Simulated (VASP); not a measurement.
# Li in VASP: a series of runs

The runs below take Li through single point, relaxation of cell and atoms, with PBE.

All numbers are computed with VASP 6.6.1; they aren't measurements. Logs are shortened: lines on timing, memory, paths and dates and some standing lists are left out, and cuts for length are marked.

### Step 1. The cell of the first run

The typed cell holds 4 atoms: a = 3.102 Å, b = 3.102 Å, c = 9.700 Å, α = 90.00°, β = 90.00°, γ = 120.00°.

### Step 2. Single point, PBE

Contents of INCAR:

```
SYSTEM = Li
  PREC = Accurate
  ENCUT = 520
  EDIFF = 1E-6
  ISMEAR = 0
  SIGMA = 0.1
  LREAL = .False.
  LASPH = .True.
  NELM = 80
  ALGO = Normal
  ISIF = 2
  LWAVE = .False.
  LCHARG = .True.
  GGA = PE
  LELF = .True.
  LVHAR = .True.
  NBANDS = 14
```

Contents of KPOINTS:

```
Automatic mesh
0
Gamma
  6 6 4
  0 0 0
```

Contents of POSCAR:

```
Li
1.0
    3.1019034111      0.0000000000      0.0000000000
   -1.5509517055      2.6863271541      0.0000000000
    0.0000000000      0.0000000000      9.7003215074
Li
4
Direct
    0.0000000000      0.0000000000      0.0287250322
    0.0000000000      0.0000000000      0.5287250322
    0.3333333333      0.6666666667      0.7784851378
    0.6666666667      0.3333333333      0.2784851378
```

Potentials or basis: VASP PAW PBE potentials, release 64 (Li_sv).

On the command line:

```console
> cat potpaw_PBE.64/Li_sv/POTCAR > POTCAR
> mpirun -np 1 vasp_std > vasp.out
```

OUTCAR:

```text
SYSTEM = Li
   PREC = Accurate
   ENCUT = 520
   EDIFF = 1E-6
   ISMEAR = 0
   LREAL = .False.
   LASPH = .True.
   NELM = 80
   ISIF = 2
   GGA = PE

 ion  position               nearest neighbor table
   1  0.000  0.000  0.029-
   2  0.000  0.000  0.529-
   3  0.333  0.667  0.778-
   4  0.667  0.333  0.278-

  LATTYP: Found a hexagonal cell.
 ALAT       =     3.1019034111
 C/A-ratio  =     3.1272158484

  Lattice vectors:

 A1 = (   3.1019034111,   0.0000000000,   0.0000000000)
 A2 = (  -1.5509517055,   2.6863271541,   0.0000000000)
 A3 = (   0.0000000000,   0.0000000000,   9.7003215074)

Analysis of symmetry for initial positions (statically):
=====================================================================
 Subroutine PRICEL returns:
 Original cell was already a primitive cell.

 Routine SETGRP: Setting up the symmetry group for a
 hexagonal supercell.

 Subroutine GETGRP returns: Found 12 space group operations
 (whereof  6 operations were pure point group operations)
 out of a pool of 24 trial point group operations.

The static configuration has the point symmetry C_3v.
 The point group associated with its full space group is C_6v.

Analysis of symmetry for dynamics (positions and initial velocities):
=====================================================================
 Subroutine PRICEL returns:
 Original cell was already a primitive cell.

 Routine SETGRP: Setting up the symmetry group for a
 hexagonal supercell.

 Subroutine GETGRP returns: Found 12 space group operations
 (whereof  6 operations were pure point group operations)
 out of a pool of 24 trial point group operations.

The dynamic configuration has the point symmetry C_3v.
 The point group associated with its full space group is C_6v.

 Subroutine INISYM returns: Found 12 space group operations
 (whereof  6 operations are pure point group operations),
 and found     1 'primitive' translations

----------------------------------------------------------------------------------------

                                     Primitive cell

  volume of cell :      80.8301

  direct lattice vectors                    reciprocal lattice vectors
     3.101903411  0.000000000  0.000000000     0.322382701  0.186127739  0.000000000
    -1.550951705  2.686327154  0.000000000     0.000000000  0.372255478  0.000000000
     0.000000000  0.000000000  9.700321507     0.000000000  0.000000000  0.103089367

  length of vectors
     3.101903411  3.101903411  9.700321507     0.372255478  0.372255478  0.103089367

  position of ions in fractional coordinates (direct lattice)
     0.000000000  0.000000000  0.028725032
     0.000000000  0.000000000  0.528725032
     0.333333333  0.666666667  0.778485138
     0.666666667  0.333333333  0.278485138

  ion indices of the primitive-cell ions
   primitive index   ion index
                 1           1
                 2           2
                 3           3
                 4           4

----------------------------------------------------------------------------------------

 KPOINTS: Automatic mesh

Automatic generation of k-mesh.
 Grid dimensions read from file:
 generate k-points for:    6    6    4

 Generating k-lattice:

  Cartesian coordinates                     Fractional coordinates (reciprocal lattice)
     0.053730450  0.031021290  0.000000000     0.166666667  0.000000000  0.000000000
     0.000000000  0.062042580  0.000000000     0.000000000  0.166666667  0.000000000
     0.000000000  0.000000000  0.025772342     0.000000000  0.000000000  0.250000000

  Length of vectors
     0.062042580  0.062042580  0.025772342

  Shift w.r.t. Gamma in fractional coordinates (k-lattice)
     0.000000000  0.000000000  0.000000000

 Subroutine IBZKPT returns following result:
 ===========================================

 Found     21 irreducible k-points:

 Following reciprocal coordinates:
            Coordinates               Weight
  0.000000  0.000000  0.000000      1.000000
  0.166667  0.000000  0.000000      6.000000
  0.333333  0.000000  0.000000      6.000000
  0.500000  0.000000  0.000000      3.000000
  0.166667  0.166667  0.000000      6.000000
  0.333333  0.166667  0.000000     12.000000
[... 13 lines left out ...]
  0.333333  0.166667  0.500000     12.000000
  0.333333  0.333333  0.500000      2.000000
   k-points           NKPTS =     21   k-points in BZ     NKDIM =     21   number of bands    NBANDS=     14
   number of dos      NEDOS =    301   number of ions     NIONS =      4
   total plane-waves  NPLWV =  41472
   dimension x,y,z NGX =    24 NGY =   24 NGZ =   72
   dimension x,y,z NGXF=    48 NGYF=   48 NGZF=  144
   ions per type =               4
   NGX,Y,Z   is equivalent  to a cutoff of  12.86, 12.86, 12.34 a.u.
   NGXF,Y,Z  is equivalent  to a cutoff of  25.73, 25.73, 24.68 a.u.
 SYSTEM =  Li
   PREC   = accura    normal or accurate (medium, high low for compatibility)
   ISTART =      0    job   : 0-new  1-cont  2-samecut
   ICHARG =      2    charge: 1-file 2-atom 10-const
   ISPIN  =      1    spin polarized calculation?
   LNONCOLLINEAR =      F non collinear calculations
   LSORBIT =      F    spin-orbit coupling
   LASPH  =      T    aspherical Exc in radial PAW
   ENCUT  =  520.0 eV  38.22 Ry    6.18 a.u.   5.77  5.77 18.04*2*pi/ulx,y,z
   NELM   =     80;   NELMIN=  2; NELMDL= -5     # of ELM steps
   EDIFF  = 0.1E-05   stopping-criterion for ELM
   LREAL  =      F    real-space projection
   EDIFFG = 0.1E-04   stopping-criterion for IOM
   NSW    =      0    number of steps for IOM
   IBRION =     -1    ionic relax: 0-MD 1-quasi-New 2-CG
   NFREE  =      0    steps in history (QN), initial steepest desc. (CG)
   ISIF   =      2    stress and relaxation
   ISYM   =      2    0-nonsym 1-usesym 2-fastsym
   POTIM  = 0.5000    time-step for ionic-motion
   TEBEG  =    0.0;   TEEND  =   0.0 temperature during run
   PSTRESS=    0.0 pullay stress
   NELECT =      12.0000    total number of electrons
   NUPDOWN=      -1.0000    fix difference up-down
   EMIN   =  10.00;   EMAX   =-10.00  energy-range for DOS
   EFERMI =   0.00;   METHOD = LEGACY
   ISMEAR =     0;   SIGMA  =   0.10  broadening in eV -4-tet -1-fermi 0-gaus
   EFERMI_NEDOS =   21; number of points for ismear=-14 and -15
   IALGO  =     38    algorithm
   IMIX   =      4    mixing-type and parameters
     AMIX     =   0.40;   BMIX     =  1.00
     AMIX_MAG =   1.60;   BMIX_MAG =  1.00
  volume/ion in A,a.u.               =      20.21       136.37
  Fermi-wavevector in a.u.,A,eV,Ry     =   0.866850  1.638110 10.223820  0.751430
  Thomas-Fermi vector in A             =   1.985299
   LORBIT       =      0    0 simple, 1 ext, 2 COOP (PROOUT), +10 PAW based schemes
   GGA     = PE    functional components
   LHFCALC =     F    Hartree Fock is set to
   AEXX    =    0.0000 exact exchange contribution
   IVDW    =     0    specifies the selected vdW correction
   LEPSILON=     F    determine dielectric tensor
   LRPA    =     F    only Hartree local field effects (RPA)
 non-spin polarized calculation
 Gauss-broadening in eV      SIGMA  =   0.10
  energy-cutoff  :      520.00
  volume of cell :       80.83
 maximum number of plane-waves:      2192
 NGX is ok and might be reduce to    24
   NGX = 11   NGY = 11   NGZ = 37

 number of electron      11.9999983 magnetization

 Free energy of the ion-electron system (eV)
  ---------------------------------------------------
  ext. energy  EPLUGINS =         0.00000000
  ---------------------------------------------------
  free energy    TOTEN  =        -7.59489651 eV

  energy without entropy =       -7.58244380  energy(sigma->0) =       -7.58867015

 E-fermi :   0.5965     XC(G=0):  -7.0517

 val. band max:        0.5431464487   @ k =   0.5000   0.0000   0.2500
 cond. band min:       0.6261167466   @ k =   0.3333   0.0000   0.2500
 fundamental gap:      0.0829702979
 Fermi energy:         0.5964935084

 k-point     1 :       0.0000    0.0000    0.0000
  band No.  band energies     occupation
      1     -45.8963      2.00000
      2     -45.8873      2.00000
      3     -45.8838      2.00000
      4     -45.8747      2.00000
      5      -2.9301      2.00000
      6      -1.7480      2.00000
      7      -1.7436      2.00000
      8       0.8642      0.00015
      9       3.9162      0.00000
     10       9.3083      0.00000
     11       9.3253      0.00000
     12      12.6820      0.00000
     13      12.6821      0.00000
     14      13.2941      0.00000

 k-point     2 :       0.1667    0.0000    0.0000
  band No.  band energies     occupation
      1     -45.8926      2.00000
      2     -45.8847      2.00000
      3     -45.8812      2.00000
      4     -45.8734      2.00000
      5      -2.5005      2.00000
      6      -1.3094      2.00000
      7      -1.3045      2.00000
      8       1.4296      0.00000
      9       4.0341      0.00000
     10       8.9021      0.00000
     11       9.2931      0.00000
     12      10.2422      0.00000
     13      10.7551      0.00000
     14      10.7951      0.00000

 k-point     3 :       0.3333    0.0000    0.0000
  band No.  band energies     occupation
      1     -45.8842      2.00000
      2     -45.8796      2.00000
      3     -45.8762      2.00000
      4     -45.8715      2.00000
      5      -1.2138      2.00000
      6      -0.0411      2.00000
      7      -0.0313      2.00000
      8       3.1030      0.00000
      9       3.6011      0.00000
     10       5.9125      0.00000
     11       6.3588      0.00000
     12       7.2271      0.00000
     13       9.2229      0.00000
     14       9.8176      0.00000

 k-point     4 :       0.5000    0.0000    0.0000
  band No.  band energies     occupation
      1     -45.8793      2.00000
      2     -45.8771      2.00000
      3     -45.8736      2.00000
      4     -45.8715      2.00000
      5       0.4934      1.85496
      6       1.0467      0.00000
      7       1.2869      0.00000
      8       1.8487      0.00000
      9       3.9205      0.00000
     10       3.9655      0.00000
     11       5.6793      0.00000
     12       6.4064      0.00000
     13       7.4372      0.00000
     14       8.3211      0.00000

 k-point     5 :       0.1667    0.1667    0.0000
  band No.  band energies     occupation
      1     -45.8865      2.00000
      2     -45.8809      2.00000
      3     -45.8774      2.00000
      4     -45.8718      2.00000
      5      -1.6368      2.00000
      6      -0.4434      2.00000
      7      -0.4363      2.00000
      8       2.5520      0.00000
      9       4.1618      0.00000
     10       6.9195      0.00000
     11       7.7392      0.00000
[... 225 lines left out ...]
 k-point    19 :       0.1667    0.1667    0.5000
  band No.  band energies     occupation
      1     -45.8845      2.00000
      2     -45.8845      2.00000
      3     -45.8739      2.00000
      4     -45.8739      2.00000
      5      -1.3388      2.00000
      6      -1.3388      2.00000
      7       1.0497      0.00000
      8       1.0497      0.00000
      9       6.1143      0.00000
     10       6.1143      0.00000
     11       7.3198      0.00000
     12       7.3198      0.00000
     13       8.6707      0.00000
     14       8.6707      0.00000

 k-point    20 :       0.3333    0.1667    0.5000
  band No.  band energies     occupation
      1     -45.8784      2.00000
      2     -45.8784      2.00000
      3     -45.8723      2.00000
      4     -45.8723      2.00000
      5       0.3424      1.99967
      6       0.3424      1.99967
      7       2.3081      0.00000
      8       2.3081      0.00000
      9       4.1987      0.00000
     10       4.1987      0.00000
     11       5.7679      0.00000
     12       5.7679      0.00000
     13       7.1100      0.00000
     14       7.1100      0.00000

 k-point    21 :       0.3333    0.3333    0.5000
  band No.  band energies     occupation
      1     -45.8758      2.00000
      2     -45.8758      2.00000
      3     -45.8724      2.00000
      4     -45.8724      2.00000
      5       2.0509      0.00000
      6       2.0509      0.00000
      7       2.7044      0.00000
      8       2.7044      0.00000
      9       3.0039      0.00000
     10       3.0039      0.00000
     11       4.7067      0.00000
     12       4.7067      0.00000
     13       6.9184      0.00000
     14       6.9184      0.00000

------------------------ aborting loop because EDIFF is reached ----------------------------------------

  FORCE on cell =-STRESS in cart. coord.  units (eV):
  Direction    XX          YY          ZZ          XY          YZ          ZX
  --------------------------------------------------------------------------------------
  -------------------------------------------------------------------------------------
  Total       -0.0340837     -0.0340837      0.0041599     -0.0000000     -0.0000000      0.0000000
  in kB       -0.6755913     -0.6755913      0.0824560     -0.0000000     -0.0000000      0.0000000
  external PRESSURE =      -0.4229089 kB  Pullay stress =       0.0000000 kB

 VOLUME and BASIS-vectors are now :
 -----------------------------------------------------------------------------
  energy-cutoff  :      520.00
  volume of cell :       80.83
      direct lattice vectors                 reciprocal lattice vectors
     3.101903411  0.000000000  0.000000000     0.322382701  0.186127739  0.000000000
    -1.550951705  2.686327154  0.000000000     0.000000000  0.372255478  0.000000000
     0.000000000  0.000000000  9.700321507     0.000000000  0.000000000  0.103089367

 POSITION                                       TOTAL-FORCE (eV/Angst)
 -----------------------------------------------------------------------------------
      0.00000      0.00000      0.27864        -0.000000     -0.000000     -0.003516
      0.00000      0.00000      5.12880         0.000000      0.000000     -0.003516
     -0.00000      1.79088      7.55156         0.000000     -0.000000      0.003516
      1.55095      0.89544      2.70140         0.000000      0.000000      0.003516
 -----------------------------------------------------------------------------------
    total drift:                                0.000001      0.000001     -0.000232

  FREE ENERGIE OF THE ION-ELECTRON SYSTEM (eV)
  ---------------------------------------------------
  free  energy   TOTEN  =        -7.5948965056 eV

  energy  without entropy=       -7.5824438027  energy(sigma->0) =       -7.58867015
```

It took 13 s on 1 thread of AMD EPYC 9R45 (Zen 5), shared host; peak memory 0.15 GiB.

Results:

* Free energy: -7.5949 eV
* Largest force: 0.004 eV/Å
* Band gap on the k mesh: zero (band 6 reaches 2.06 eV, above the bottom of band 7 at -1.74 eV)

Forces in eV/Å, atoms in the order of the input:
```
Li   0.000  0.000 -0.004
Li   0.000  0.000 -0.004
Li   0.000  0.000  0.004
Li   0.000  0.000  0.004
```

Levels at points of the mesh, in eV from the Fermi level:
```csv
k point,band 2,band 3,band 4,band 5,band 6,band 7,band 8,band 9,band 10,band 11
"(0.00, 0.00, 0.00)",-46.48,-46.48,-46.47,-3.53,-2.34,-2.34,0.27,3.32,8.71,8.73
"(0.50, 0.00, 0.00)",-46.47,-46.47,-46.47,-0.10,0.45,0.69,1.25,3.32,3.37,5.08
"(0.00, 0.00, 0.50)",-46.49,-46.47,-46.47,-3.23,-3.23,-0.92,-0.92,5.22,5.22,12.31
"(0.50, 0.00, 0.50)",-46.47,-46.47,-46.47,0.09,0.09,1.03,1.03,3.69,3.69,4.61
```

Caveat: the k points lie up to 0.39 Å⁻¹ apart; the cutoff is under 1.25 times the usual one of these potentials, so pressure, stress and relaxed cells hold a basis-set (Pulay) error.

[end of part 1 of 2]
